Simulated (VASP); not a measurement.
# SiC (so) (Imm2) in VASP: a series of runs, part 2 of 2

VASP 6.6.1. The steps go on from the part before.

## (3) Single point, PBEsol, non-collinear spin, zero start, spin-orbit coupling

INCAR

```
SYSTEM = SiC
PREC = Accurate
ENCUT = 520
EDIFF = 1E-6
ISMEAR = 0
SIGMA = 0.01
LREAL = .False.
LASPH = .True.
NELM = 150
ALGO = Normal
ISIF = 2
LWAVE = .False.
LCHARG = .True.
LNONCOLLINEAR = .True.
MAGMOM = 0 0 0 0 0 0
LORBIT = 11
LSORBIT = .True.
GGA_COMPAT = .False.
LORBMOM = .True.
GGA = PS
LVHAR = .True.
NBANDS = 20
```

KPOINTS

```
Automatic mesh
0
Gamma
  10 10 10
  0 0 0
```

POSCAR

```
SiC
1.0
    0.0145185982      2.1711916569      2.1566730586
    2.1711916569      0.0145185982      2.1566730586
    2.1857102551      2.1857102551      0.0000000000
Si C
1 1
Direct
    0.0007393851      0.0007393851     -0.0007393851
    0.2492606149      0.2492606149      0.2507393851
```

Potentials or basis: VASP PAW PBE potentials, release 64 (Si, C).

Command:

```console
$ cat potpaw_PBE.64/Si/POTCAR potpaw_PBE.64/C/POTCAR > POTCAR
$ mpirun -np 1 vasp_ncl > vasp.out
```

OUTCAR:

```text
SYSTEM = SiC
   PREC = Accurate
   ENCUT = 520
   EDIFF = 1E-6
   ISMEAR = 0
   LREAL = .False.
   LASPH = .True.
   NELM = 150
   ISIF = 2
   LNONCOLLINEAR = .True.
   LORBIT = 11
   LSORBIT = .True.
   GGA = PS

 ion  position               nearest neighbor table
   1  0.001  0.001  0.999-   2 1.87   2 1.87   2 1.88   2 1.88
   2  0.249  0.249  0.251-   1 1.87   1 1.87   1 1.88   1 1.88

  LATTYP: Found a body centered orthorhombic cell.
 ALAT       =     3.0499962892
 B/A-ratio  =     1.0134638842
 C/A-ratio  =     1.4142135623

  Lattice vectors:

 A1 = (   2.1711916569,   0.0145185982,  -2.1566730586)
 A2 = (  -2.1711916569,  -0.0145185982,  -2.1566730586)
 A3 = (   0.0145185982,   2.1711916569,   2.1566730586)

Analysis of symmetry for initial positions (statically):
=====================================================================
 Subroutine PRICEL returns:
 Original cell was already a primitive cell.

 Routine SETGRP: Setting up the symmetry group for a
 body centered orthorhombic supercell.

 Subroutine GETGRP returns: Found  4 space group operations
 (whereof  4 operations were pure point group operations)
 out of a pool of  8 trial point group operations.

The static configuration has the point symmetry C_2v.

[... 815 lines left out ...]
     0.0000000     0.0000000     0.0000000     0.0000000     0.0000000     0.0000000     0.0000000
     0.0000000     0.0000000     0.0000000     0.0000000     0.0000000     0.0000000     0.0000000
     0.0000000     0.0000000     0.0000000     0.0000000     0.0000000     0.0000000     0.0000000

 Ion:    2  E_soc:     -0.0000177
 l=   1
     0.0000000    -0.0000030    -0.0000029
    -0.0000030     0.0000000    -0.0000030
    -0.0000029    -0.0000030     0.0000000
 l=   2
     0.0000000     0.0000000     0.0000000     0.0000000     0.0000000
     0.0000000     0.0000000     0.0000000     0.0000000     0.0000000
     0.0000000     0.0000000     0.0000000     0.0000000     0.0000000
     0.0000000     0.0000000     0.0000000     0.0000000     0.0000000
     0.0000000     0.0000000     0.0000000     0.0000000     0.0000000
 l=   3
     0.0000000     0.0000000     0.0000000     0.0000000     0.0000000     0.0000000     0.0000000
     0.0000000     0.0000000     0.0000000     0.0000000     0.0000000     0.0000000     0.0000000
     0.0000000     0.0000000     0.0000000     0.0000000     0.0000000     0.0000000     0.0000000
     0.0000000     0.0000000     0.0000000     0.0000000     0.0000000     0.0000000     0.0000000
     0.0000000     0.0000000     0.0000000     0.0000000     0.0000000     0.0000000     0.0000000
     0.0000000     0.0000000     0.0000000     0.0000000     0.0000000     0.0000000     0.0000000
     0.0000000     0.0000000     0.0000000     0.0000000     0.0000000     0.0000000     0.0000000

 total charge

# of ion       s       p       d       tot
------------------------------------------
    1        0.710   0.986   0.000   1.697
    2        0.835   1.716   0.000   2.551
--------------------------------------------------
tot          1.545   2.702   0.000   4.247

 magnetization (x)

# of ion       s       p       d       tot
------------------------------------------
    1        0.000   0.000   0.000   0.000
    2        0.000   0.000   0.000   0.000
--------------------------------------------------
tot          0.000   0.000   0.000   0.000

 magnetization (y)

# of ion       s       p       d       tot
------------------------------------------
    1        0.000   0.000   0.000   0.000
    2        0.000  -0.000   0.000  -0.000
--------------------------------------------------
tot          0.000  -0.000   0.000  -0.000

 magnetization (z)

# of ion       s       p       d       tot
------------------------------------------
    1        0.000   0.000   0.000   0.000
    2        0.000   0.000   0.000   0.000
--------------------------------------------------
tot          0.000   0.000   0.000   0.000
```

OSZICAR:

```text
N       E                     dE             d eps       ncg     rms          rms(c)
DAV:   1     0.975670941515E+01    0.97567E+01   -0.34252E+03 12232   0.699E+02
DAV:   2    -0.166215013130E+02   -0.26378E+02   -0.24326E+02 16484   0.142E+02
DAV:   3    -0.177481724513E+02   -0.11267E+01   -0.11169E+01 15000   0.237E+01
DAV:   4    -0.177545708385E+02   -0.63984E-02   -0.63968E-02 13952   0.221E+00
DAV:   5    -0.177546108209E+02   -0.39982E-04   -0.39982E-04 13988   0.169E-01    0.893E+00
DAV:   6    -0.159778137030E+02    0.17768E+01   -0.20707E+00 12940   0.121E+01    0.405E+00
DAV:   7    -0.159230340653E+02    0.54780E-01   -0.44936E-01 14484   0.498E+00    0.178E+00
DAV:   8    -0.159081811875E+02    0.14853E-01   -0.24668E-02 12800   0.120E+00    0.240E-01
DAV:   9    -0.159068302627E+02    0.13509E-02   -0.23915E-03 14484   0.426E-01    0.950E-02
DAV:  10    -0.159069024553E+02   -0.72193E-04   -0.43392E-04 13444   0.143E-01    0.651E-02
DAV:  11    -0.159069061089E+02   -0.36536E-05   -0.66084E-06 13712   0.238E-02    0.225E-02
DAV:  12    -0.159069054207E+02    0.68821E-06   -0.61452E-06 14180   0.205E-02
   1 F= -.15906905E+02 E0= -.15906905E+02  d E =-.407022E-27  mag=     0.0000    -0.0000     0.0000
```

stdout:

```text
POSCAR found type information on POSCAR SiC
 POSCAR found :  2 types and       2 ions
 scaLAPACK will be used
 -----------------------------------------------------------------------------
|                                                                             |
|                                                                             |
|     You enforced a specific xc type in the INCAR file but a different       |
|     I HOPE YOU KNOW WHAT YOU ARE DOING!                                     |
|                                                                             |
 -----------------------------------------------------------------------------

 LDA part: xc-table for (Slater+PW92), standard interpolation
 POSCAR, INCAR and KPOINTS ok, starting setup
 FFT: planning ... GRIDC
 FFT: planning ... GRID_SOFT
 FFT: planning ... GRID
 WAVECAR not read
 entering main loop
```

It took 5.3 min on 1 thread of AMD EPYC 7R43 (Zen 3), shared host; peak memory 0.28 GiB.

What came out:

- Free energy: -15.9069 eV
- Pressure: 4.2 GPa
- Net moment: 0.00 μB per cell
- Valence electrons inside the program's atomic spheres: Si 1.70; C 2.55

Stress tensor (GPa, compression positive):
```
 3.67 -3.33  0.00
-3.33  3.67  0.00
 0.00  0.00  5.30
```

Moments on the atoms (μB; x, y, z):
```
Si  0.00 0.00 0.00
C   0.00 0.00 0.00
```

Caveat: the PAW data sets were made with another functional, which shifts forces and pressure a little.
